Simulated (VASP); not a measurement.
# TePdSe2O (P4/mmm) in VASP: further runs

TePdSe2O is run at these levels: PBE; tasks: single point, relaxation of cell and atoms.

All numbers are computed with VASP 6.6.1; they aren't measurements. Logs are shortened: lines on timing, memory, paths and dates and some standing lists are left out, and cuts for length are marked.

**1. The cell of the first run**

Symmetry: P4/mmm, No. 123, tetragonal system. The conventional cell has a = 5.116 Å, b = 5.116 Å, c = 3.827 Å, α = 90.00°, β = 90.00°, γ = 90.00°. Te (site symmetry 4/mmm) has 8 Se at 3.19 Å and 4 O at 3.62 Å and 2 Te at 3.83 Å and 8 Pd at 4.09 Å within 4.2 Å. Within 2.5 Å of Pd (site symmetry 4/mmm) lie 2 O at 1.91 Å. Se (site symmetry mmm) has 2 Pd at 2.56 Å and 4 Te at 3.19 Å and 4 O at 3.19 Å within 3.4 Å. Within 2.5 Å of O (site symmetry 4/mmm) lie 2 Pd at 1.91 Å.

**2. Single point, PBE**

Contents of INCAR:

```
SYSTEM = TePdSe2O
PREC     = Accurate       ! precision mode
ENCUT    = 520            ! plane-wave cutoff, eV
EDIFF    = 1E-6           ! SCF threshold, eV
ISMEAR   = 0              ! smearing method
SIGMA    = 0.1            ! smearing width, eV
LREAL    = .FALSE.        ! projectors in reciprocal space
LASPH    = .TRUE.         ! aspherical terms in the spheres
NELM     = 100            ! most SCF steps
ALGO     = Normal         ! electronic algorithm
ISIF     = 2              ! what is computed and relaxed
LWAVE    = .FALSE.        ! write WAVECAR
LCHARG   = .TRUE.         ! write CHGCAR
GGA      = PE             ! functional
LELF     = .TRUE.         ! ELF
LVHAR    = .TRUE.       
NBANDS   = 25             ! bands
```

Contents of KPOINTS:

```
regular mesh
0
G
  8 8 10
  0 0 0
```

Contents of POSCAR:

```
TePdSe2O
1.0
    5.1162975690      0.0000000000      0.0000000000
    0.0000000000      5.1162975690      0.0000000000
    0.0000000000      0.0000000000      3.8272899171
Te Pd Se O
1 1 2 1
Direct
    0.0000000000      0.0000000000      0.0000000000
    0.5000000000      0.5000000000      0.5000000000
    0.0000000000      0.5000000000      0.5000000000
    0.5000000000      0.0000000000      0.5000000000
    0.5000000000      0.5000000000      0.0000000000
```

Potentials or basis: VASP PAW PBE potentials, release 64 (Te, Pd, Se, O).

Started as:

```sh
cat potpaw_PBE.64/Te/POTCAR potpaw_PBE.64/Pd/POTCAR potpaw_PBE.64/Se/POTCAR potpaw_PBE.64/O/POTCAR > POTCAR
mpirun -np 1 vasp_std > vasp.out
```

OUTCAR:

```text
SYSTEM = TePdSe2O
   PREC = Accurate
   ENCUT = 520
   EDIFF = 1E-6
   ISMEAR = 0
   LREAL = .FALSE.
   LASPH = .TRUE.
   NELM = 100
   ISIF = 2
   GGA = PE

 ion  position               nearest neighbor table
   1  0.000  0.000  0.000-   3 3.19   4 3.19   3 3.19   4 3.19   3 3.19   3 3.19   4 3.19   4 3.19

   2  0.500  0.500  0.500-   5 1.91   5 1.91   3 2.56   4 2.56   4 2.56   3 2.56
   3  0.000  0.500  0.500-   2 2.56   2 2.56   1 3.19   1 3.19   1 3.19   1 3.19
   4  0.500  0.000  0.500-   2 2.56   2 2.56   1 3.19   1 3.19   1 3.19   1 3.19
   5  0.500  0.500  0.000-   2 1.91   2 1.91

  LATTYP: Found a simple tetragonal cell.
 ALAT       =     5.1162975690
 C/A-ratio  =     0.7480585063

  Lattice vectors:

 A1 = (   5.1162975690,   0.0000000000,   0.0000000000)
 A2 = (   0.0000000000,   5.1162975690,   0.0000000000)
 A3 = (   0.0000000000,   0.0000000000,   3.8272899171)

Analysis of symmetry for initial positions (statically):
=====================================================================
 Subroutine PRICEL returns:
 Original cell was already a primitive cell.

 Routine SETGRP: Setting up the symmetry group for a
 simple tetragonal supercell.

 Subroutine GETGRP returns: Found 16 space group operations
 (whereof 16 operations were pure point group operations)
 out of a pool of 16 trial point group operations.

The static configuration has the point symmetry D_4h.

Analysis of symmetry for dynamics (positions and initial velocities):
=====================================================================
 Subroutine PRICEL returns:
 Original cell was already a primitive cell.

 Routine SETGRP: Setting up the symmetry group for a
 simple tetragonal supercell.

 Subroutine GETGRP returns: Found 16 space group operations
 (whereof 16 operations were pure point group operations)
 out of a pool of 16 trial point group operations.

The dynamic configuration has the point symmetry D_4h.

 Subroutine INISYM returns: Found 16 space group operations
 (whereof 16 operations are pure point group operations),
 and found     1 'primitive' translations

----------------------------------------------------------------------------------------

                                     Primitive cell

  volume of cell :     100.1851

  direct lattice vectors                    reciprocal lattice vectors
     5.116297569  0.000000000  0.000000000     0.195453839  0.000000000  0.000000000
     0.000000000  5.116297569  0.000000000     0.000000000  0.195453839  0.000000000
     0.000000000  0.000000000  3.827289917     0.000000000  0.000000000  0.261281487

  length of vectors
[... 94 lines left out ...]
   ISIF   =      2    stress and relaxation
   ISYM   =      2    0-nonsym 1-usesym 2-fastsym
   POTIM  = 0.5000    time-step for ionic-motion
   TEBEG  =    0.0;   TEEND  =   0.0 temperature during run
   PSTRESS=    0.0 pullay stress
   NELECT =      34.0000    total number of electrons
   NUPDOWN=      -1.0000    fix difference up-down
   EMIN   =  10.00;   EMAX   =-10.00  energy-range for DOS
   EFERMI =   0.00;   METHOD = LEGACY
   ISMEAR =     0;   SIGMA  =   0.10  broadening in eV -4-tet -1-fermi 0-gaus
   EFERMI_NEDOS =   21; number of points for ismear=-14 and -15
   IALGO  =     38    algorithm
   IMIX   =      4    mixing-type and parameters
     AMIX     =   0.40;   BMIX     =  1.00
     AMIX_MAG =   1.60;   BMIX_MAG =  1.00
  volume/ion in A,a.u.               =      20.04       135.22
  Fermi-wavevector in a.u.,A,eV,Ry     =   1.141914  2.157905 17.741563  1.303968
  Thomas-Fermi vector in A             =   2.278613
   LORBIT       =      0    0 simple, 1 ext, 2 COOP (PROOUT), +10 PAW based schemes
   GGA     = PE    functional components
   LHFCALC =     F    Hartree Fock is set to
   AEXX    =    0.0000 exact exchange contribution
   IVDW    =     0    specifies the selected vdW correction
   LEPSILON=     F    determine dielectric tensor
   LRPA    =     F    only Hartree local field effects (RPA)
 non-spin polarized calculation
 Gauss-broadening in eV      SIGMA  =   0.10
  energy-cutoff  :      520.00
  volume of cell :      100.19
 maximum number of plane-waves:      2734
 NGX is ok and might be reduce to    40
   NGX = 19   NGY = 19   NGZ = 15

 number of electron      34.0000009 magnetization

 Free energy of the ion-electron system (eV)
  ---------------------------------------------------
  ext. energy  EPLUGINS =         0.00000000
  ---------------------------------------------------
  free energy    TOTEN  =       -19.77206292 eV

  energy without entropy =      -19.74641822  energy(sigma->0) =      -19.75924057

 E-fermi :   5.5861     XC(G=0): -10.3773

 val. band max:        5.5763823113   @ k =   0.5000   0.0000   0.4000
 cond. band min:       5.5877443573   @ k =   0.5000   0.1250   0.1000
 fundamental gap:      0.0113620460
 Fermi energy:         5.5861371489

 k-point     1 :       0.0000    0.0000    0.0000
  band No.  band energies     occupation
      1     -12.6403      2.00000
      2      -8.5417      2.00000
      3      -7.0449      2.00000
      4      -4.4795      2.00000
      5       0.2439      2.00000
      6       0.2439      2.00000
[... 661 lines left out ...]
     24      13.5414      0.00000
     25      13.8611      0.00000

 [... further k-points ...]

------------------------ aborting loop because EDIFF is reached ----------------------------------------

  FORCE on cell =-STRESS in cart. coord.  units (eV):
  Direction    XX          YY          ZZ          XY          YZ          ZX
  --------------------------------------------------------------------------------------
  -------------------------------------------------------------------------------------
  Total       -0.0568822     -0.0568822     -0.0026889      0.0000000      0.0000000      0.0000000
  in kB       -0.9096702     -0.9096702     -0.0430010      0.0000000      0.0000000      0.0000000
  external PRESSURE =      -0.6207805 kB  Pullay stress =       0.0000000 kB

 VOLUME and BASIS-vectors are now :
 -----------------------------------------------------------------------------
  energy-cutoff  :      520.00
  volume of cell :      100.19
      direct lattice vectors                 reciprocal lattice vectors
     5.116297569  0.000000000  0.000000000     0.195453839  0.000000000  0.000000000
     0.000000000  5.116297569  0.000000000     0.000000000  0.195453839  0.000000000
     0.000000000  0.000000000  3.827289917     0.000000000  0.000000000  0.261281487

 POSITION                                       TOTAL-FORCE (eV/Angst)
 -----------------------------------------------------------------------------------
      0.00000      0.00000      0.00000         0.000000      0.000000      0.000000
      2.55815      2.55815      1.91364         0.000000      0.000000      0.000000
      0.00000      2.55815      1.91364         0.000000      0.000000      0.000000
      2.55815      0.00000      1.91364         0.000000      0.000000      0.000000
      2.55815      2.55815      0.00000         0.000000      0.000000      0.000000
 -----------------------------------------------------------------------------------
    total drift:                               -0.000000      0.000000     -0.000000

  FREE ENERGIE OF THE ION-ELECTRON SYSTEM (eV)
  ---------------------------------------------------
  free  energy   TOTEN  =       -19.7720629240 eV

  energy  without entropy=      -19.7464182234  energy(sigma->0) =      -19.75924057
```

stdout:

```text
POSCAR found type information on POSCAR TePdSeO
 POSCAR found :  4 types and       5 ions
 scaLAPACK will be used
 LDA part: xc-table for (Slater+PW92), standard interpolation
 POSCAR, INCAR and KPOINTS ok, starting setup
 FFT: planning ... GRIDC
 FFT: planning ... GRID_SOFT
 FFT: planning ... GRID
 WAVECAR not read
 entering main loop
```

Wall time 4.4 min (1 thread of Intel Xeon Platinum 8259CL at 2.50GHz (Skylake/Cascade Lake), shared host); peak memory 0.38 GiB.

What came out:

| Quantity | Value |
| --- | --- |
| Free energy | -19.7721 eV |
| Pressure | -0.1 GPa |
| Band gap on the k mesh | zero (band 17 reaches 7.66 eV, above the bottom of band 18 at 4.48 eV) |

Stress tensor (GPa, compression positive):
```
-0.09  0.00  0.00
 0.00 -0.09  0.00
 0.00  0.00  0.00
```

Caveat: spin-orbit coupling is left out, which moves the levels of the heavy elements.

**3. Relaxation of cell and atoms, PBE**

Contents of INCAR:

```
SYSTEM = TePdSe2O
ALGO = Normal
EDIFF = 1E-6
EDIFFG = -0.01
ENCUT = 600
GGA = PE
IBRION = 2
ISIF = 3
ISMEAR = 0
LASPH = .TRUE.
LCHARG = .FALSE.
LREAL = .FALSE.
LWAVE = .FALSE.
NELM = 100
NSW = 100
PREC = Accurate
SIGMA = 0.1
```

Contents of KPOINTS:

```
k-points
0
G
  8 8 10
  0 0 0
```

POSCAR: that of step 2 with these lines changed.

```diff
@@ -2,5 +2,5 @@
 1.0
-    5.1162975690      0.0000000000      0.0000000000
-    0.0000000000      5.1162975690      0.0000000000
-    0.0000000000      0.0000000000      3.8272899171
+    5.1186586539      0.0000000000      0.0000000000
+    0.0000000000      5.1186586539      0.0000000000
+    0.0000000000      0.0000000000      3.8235311278
 Te Pd Se O
```

Potentials or basis: VASP PAW PBE potentials, release 64 (Te, Pd, Se, O).

Started as:

```sh
cat potpaw_PBE.64/Te/POTCAR potpaw_PBE.64/Pd/POTCAR potpaw_PBE.64/Se/POTCAR potpaw_PBE.64/O/POTCAR > POTCAR
mpirun -np 1 vasp_std > vasp.out
```

It took 9 min on 1 thread of Intel Xeon Platinum 8259CL at 2.50GHz (Skylake/Cascade Lake), shared host; peak memory 0.45 GiB.

Results (log left out):

| Property | Result |
| --- | --- |
| Free energy | -19.7740 eV |
| Relaxed volume | 20.00 Å³/atom |
| Relaxed cell | a = 5.112 Å, b = 5.112 Å, c = 3.827 Å, α = 90.00°, β = 90.00°, γ = 90.00° |
| Space group after relaxing (to 0.05 Å) | P4/mmm (No. 123) |
| Energy gained by relaxing | 0.0 meV/atom |
| Ionic steps | 3 |
| Pressure after relaxing | 0.1 GPa |
| Band gap on the k mesh | zero (band 17 reaches 7.69 eV, above the bottom of band 18 at 4.50 eV) |

The path:
```csv
step,energy change (eV),largest force (eV/Å),pressure (GPa),volume (Å³)
1,0.0000,0.0000,-0.08,100.18
2,-0.0002,0.0000,0.03,100.03
3,-0.0002,0.0000,0.05,100.01
```

Final structure:
```yaml
crystal:
  lattice:
    - [5.11201, 0.00000, 0.00000]
    - [0.00000, 5.11201, 0.00000]
    - [0.00000, 0.00000, 3.82704]
  atoms:
    - { symbol: Te, position: [0.00000, 0.00000, 0.00000] }
    - { symbol: Pd, position: [0.50000, 0.50000, 0.50000] }
    - { symbol: Se, position: [0.00000, 0.50000, 0.50000] }
    - { symbol: Se, position: [0.50000, 0.00000, 0.50000] }
    - { symbol: O, position: [0.50000, 0.50000, 0.00000] }
```

Levels at points of the mesh, in eV from the Fermi level:
```tsv
k point	band 14	band 15	band 16	band 17	band 18	band 19	band 20	band 21
(0.00, 0.00, 0.00)	-2.15	-2.05	-0.90	-0.90	-0.46	2.04	2.25	2.25
(0.50, 0.00, 0.00)	-1.44	-1.40	-1.04	-1.03	-0.79	0.70	1.36	2.37
(0.50, 0.50, 0.00)	-0.93	-0.73	-0.72	-0.48	-0.34	-0.34	-0.15	2.52
(0.00, 0.00, 0.50)	-2.04	-1.57	-1.57	-1.11	-1.11	0.16	0.17	0.17
(0.50, 0.00, 0.50)	-1.69	-1.52	-1.36	0.09	0.14	1.14	1.90	3.48
(0.50, 0.50, 0.50)	-0.38	0.14	0.14	2.08	2.08	2.61	2.70	3.91
```

Caveat: spin-orbit coupling is left out, which moves the levels of the heavy elements.

**4. Single point, PBE**

Contents of INCAR:

```
PREC = Accurate ; ENCUT = 520
EDIFF = 1E-6 ; ISMEAR = 0
SIGMA = 0.1 ; LREAL = F
LASPH = T ; NELM = 100
ALGO = Normal ; ISIF = 2
LWAVE = F ; LCHARG = T
GGA = PE ; LELF = T
LVHAR = T ; NBANDS = 25
```

Contents of KPOINTS:

```
regular mesh
0
Gamma
  8 8 8
```

POSCAR is that of step 3.

Potentials or basis: VASP PAW PBE potentials, release 64 (Te, Pd, Se, O).

Started as:

```sh
cat potpaw_PBE.64/Te/POTCAR potpaw_PBE.64/Pd/POTCAR potpaw_PBE.64/Se/POTCAR potpaw_PBE.64/O/POTCAR > POTCAR
mpirun -np 1 vasp_std > vasp.out
```

OUTCAR:

```text
PREC = Accurate
   ENCUT = 520
   EDIFF = 1E-6
   ISMEAR = 0
   LREAL = F
   LASPH = T
   NELM = 100
   ISIF = 2
   GGA = PE

 ion  position               nearest neighbor table
   1  0.000  0.000  0.000-   3 3.19   4 3.19   3 3.19   4 3.19   3 3.19   3 3.19   4 3.19   4 3.19

   2  0.500  0.500  0.500-   5 1.91   5 1.91   3 2.56   4 2.56   4 2.56   3 2.56
   3  0.000  0.500  0.500-   2 2.56   2 2.56   1 3.19   1 3.19   1 3.19   1 3.19
   4  0.500  0.000  0.500-   2 2.56   2 2.56   1 3.19   1 3.19   1 3.19   1 3.19
   5  0.500  0.500  0.000-   2 1.91   2 1.91

  LATTYP: Found a simple tetragonal cell.
 ALAT       =     5.1186586539
 C/A-ratio  =     0.7469791182

  Lattice vectors:

 A1 = (   5.1186586539,   0.0000000000,   0.0000000000)
 A2 = (   0.0000000000,   5.1186586539,   0.0000000000)
 A3 = (   0.0000000000,   0.0000000000,   3.8235311278)

Analysis of symmetry for initial positions (statically):
=====================================================================
 Subroutine PRICEL returns:
 Original cell was already a primitive cell.

 Routine SETGRP: Setting up the symmetry group for a
 simple tetragonal supercell.

 Subroutine GETGRP returns: Found 16 space group operations
 (whereof 16 operations were pure point group operations)
 out of a pool of 16 trial point group operations.

The static configuration has the point symmetry D_4h.

Analysis of symmetry for dynamics (positions and initial velocities):
=====================================================================
 Subroutine PRICEL returns:
 Original cell was already a primitive cell.

 Routine SETGRP: Setting up the symmetry group for a
 simple tetragonal supercell.

 Subroutine GETGRP returns: Found 16 space group operations
 (whereof 16 operations were pure point group operations)
[... 120 lines left out ...]
   NUPDOWN=      -1.0000    fix difference up-down
   EMIN   =  10.00;   EMAX   =-10.00  energy-range for DOS
   EFERMI =   0.00;   METHOD = LEGACY
   ISMEAR =     0;   SIGMA  =   0.10  broadening in eV -4-tet -1-fermi 0-gaus
   EFERMI_NEDOS =   21; number of points for ismear=-14 and -15
   IALGO  =     38    algorithm
   IMIX   =      4    mixing-type and parameters
     AMIX     =   0.40;   BMIX     =  1.00
     AMIX_MAG =   1.60;   BMIX_MAG =  1.00
  volume/ion in A,a.u.               =      20.04       135.21
  Fermi-wavevector in a.u.,A,eV,Ry     =   1.141937  2.157948 17.742271  1.304020
  Thomas-Fermi vector in A             =   2.278636
   LORBIT       =      0    0 simple, 1 ext, 2 COOP (PROOUT), +10 PAW based schemes
   GGA     = PE    functional components
   LHFCALC =     F    Hartree Fock is set to
   AEXX    =    0.0000 exact exchange contribution
   IVDW    =     0    specifies the selected vdW correction
   LEPSILON=     F    determine dielectric tensor
   LRPA    =     F    only Hartree local field effects (RPA)
 non-spin polarized calculation
 Gauss-broadening in eV      SIGMA  =   0.10
  energy-cutoff  :      520.00
  volume of cell :      100.18
 maximum number of plane-waves:      2734
 NGX is ok and might be reduce to    40
   NGX = 19   NGY = 19   NGZ = 15

 number of electron      34.0000009 magnetization

 Free energy of the ion-electron system (eV)
  ---------------------------------------------------
  ext. energy  EPLUGINS =         0.00000000
  ---------------------------------------------------
  free energy    TOTEN  =       -19.77754875 eV

  energy without entropy =      -19.75686415  energy(sigma->0) =      -19.76720645

 E-fermi :   5.5737     XC(G=0): -10.3775

 val. band max:        5.5624231256   @ k =   0.3750   0.0000   0.3750
 cond. band min:       5.5737205370   @ k =   0.3750   0.1250   0.0000
 fundamental gap:      0.0112974114
 Fermi energy:         5.5736774842

 k-point     1 :       0.0000    0.0000    0.0000
  band No.  band energies     occupation
      1     -12.6506      2.00000
      2      -8.5399      2.00000
      3      -7.0431      2.00000
      4      -4.4811      2.00000
      5       0.2431      2.00000
      6       0.2431      2.00000
[... 661 lines left out ...]
     24      13.6370      0.00000
     25      13.9444      0.00000

 [... further k-points ...]
[... 5 lines left out ...]
  --------------------------------------------------------------------------------------
  -------------------------------------------------------------------------------------
  Total       -0.0218271     -0.0218271      0.0327055      0.0000000      0.0000000      0.0000000
  in kB       -0.3490833     -0.3490833      0.5230633      0.0000000      0.0000000      0.0000000
  external PRESSURE =      -0.0583677 kB  Pullay stress =       0.0000000 kB

 VOLUME and BASIS-vectors are now :
 -----------------------------------------------------------------------------
  energy-cutoff  :      520.00
  volume of cell :      100.18
      direct lattice vectors                 reciprocal lattice vectors
     5.118658654  0.000000000  0.000000000     0.195363682  0.000000000  0.000000000
     0.000000000  5.118658654  0.000000000     0.000000000  0.195363682  0.000000000
     0.000000000  0.000000000  3.823531128     0.000000000  0.000000000  0.261538344

 POSITION                                       TOTAL-FORCE (eV/Angst)
 -----------------------------------------------------------------------------------
      0.00000      0.00000      0.00000         0.000000      0.000000      0.000000
      2.55933      2.55933      1.91177         0.000000      0.000000      0.000000
      0.00000      2.55933      1.91177         0.000000      0.000000      0.000000
      2.55933      0.00000      1.91177         0.000000      0.000000      0.000000
      2.55933      2.55933      0.00000         0.000000      0.000000      0.000000
 -----------------------------------------------------------------------------------
    total drift:                               -0.000000      0.000000     -0.000000

  FREE ENERGIE OF THE ION-ELECTRON SYSTEM (eV)
  ---------------------------------------------------
  free  energy   TOTEN  =       -19.7775487465 eV

  energy  without entropy=      -19.7568641517  energy(sigma->0) =      -19.76720645
```

stdout:

```text
POSCAR found type information on POSCAR TePdSeO
 POSCAR found :  4 types and       5 ions
 scaLAPACK will be used
 LDA part: xc-table for (Slater+PW92), standard interpolation
 POSCAR, INCAR and KPOINTS ok, starting setup
 FFT: planning ... GRIDC
 FFT: planning ... GRID_SOFT
 FFT: planning ... GRID
 WAVECAR not read
 entering main loop
```

Wall time 3.1 min (1 thread of Intel Xeon Platinum 8259CL at 2.50GHz (Skylake/Cascade Lake), shared host); peak memory 0.35 GiB.

Results:

- Free energy: -19.7775 eV
- Pressure: 0.0 GPa
- Band gap on the k mesh: zero (band 17 reaches 7.65 eV, above the bottom of band 18 at 4.48 eV)

Stress tensor (GPa, compression positive):
```
-0.03  0.00  0.00
 0.00 -0.03  0.00
 0.00  0.00  0.05
```

Caveat: spin-orbit coupling is left out, which moves the levels of the heavy elements.

**5. The runs side by side**

```tsv
task	cell	k mesh	cutoff (eV)	gap on the mesh (eV)	pressure (GPa)
single point	a = 5.116, b = 5.116, c = 3.827 Å, 5 atoms	8 × 8 × 10	520	none	-0.1
relaxation of cell and atoms	relaxed from a = 5.119, b = 5.119, c = 3.824 Å, 5 atoms	8 × 8 × 10	600	none	0.1
single point	a = 5.119, b = 5.119, c = 3.824 Å, 5 atoms	8 × 8 × 8	520	none	0.0
```

Alike in all rows: level PBE; potentials or basis VASP PAW PBE potentials, release 64 (Te, Pd, Se, O); no spin polarisation; smearing gaussian 0.1 eV.

Caveats: spin-orbit coupling is left out, which moves the levels of the heavy elements.

Total energies depend on the potentials used, so only differences within one code and one set of settings carry meaning.
